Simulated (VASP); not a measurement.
A run of VASP 6.6.1 is set up as follows.

The input INCAR:

```
PREC = Accurate
ENCUT = 520
EDIFF = 1E-6
ISMEAR = 0
SIGMA = 0.1
LREAL = False
LASPH = True
NELM = 100
ALGO = Normal
ISIF = 2
LWAVE = False
LCHARG = True
GGA = PE
LELF = True
LVHAR = True
NBANDS = 42
```

KPOINTS

```
Automatic mesh
0
Gamma
  4 4 4
```

POSCAR

```
Zr5N
1.0
    0.0000000000      4.4540946936      4.4540946936
    4.4540946936      0.0000000000      4.4540946936
    4.4540946936      4.4540946936      0.0000000000
Zr N
5 1
Direct
    0.7500000000      0.7500000000      0.7500000000
    0.1173967865      0.1173967865      0.1173967865
    0.1173967865      0.1173967865      0.6478096406
    0.1173967865      0.6478096406      0.1173967865
    0.6478096406      0.1173967865      0.1173967865
    0.2500000000      0.2500000000      0.2500000000
```

Potentials or basis: VASP PAW PBE potentials, release 64 (Zr_sv, N).

Command:

```sh
$ cat potpaw_PBE.64/Zr_sv/POTCAR potpaw_PBE.64/N/POTCAR > POTCAR
$ mpirun -np 1 vasp_std > vasp.out
```

**Question.** What does it give for the largest force?

**Answer.** 0.047 eV/Å.

**Question.** Estimate the band gap on the k mesh.

**Answer.** Zero (an odd number of electrons rules out a gap without spin polarisation).

**Question.** Estimate the pressure.

**Answer.** 0.2 GPa.

Forces on the atoms (eV/Å):
```
Zr   0.000  0.000  0.000
Zr  -0.027 -0.027 -0.027
Zr   0.027  0.027 -0.027
Zr   0.027 -0.027  0.027
Zr  -0.027  0.027  0.027
N    0.000  0.000  0.000
```
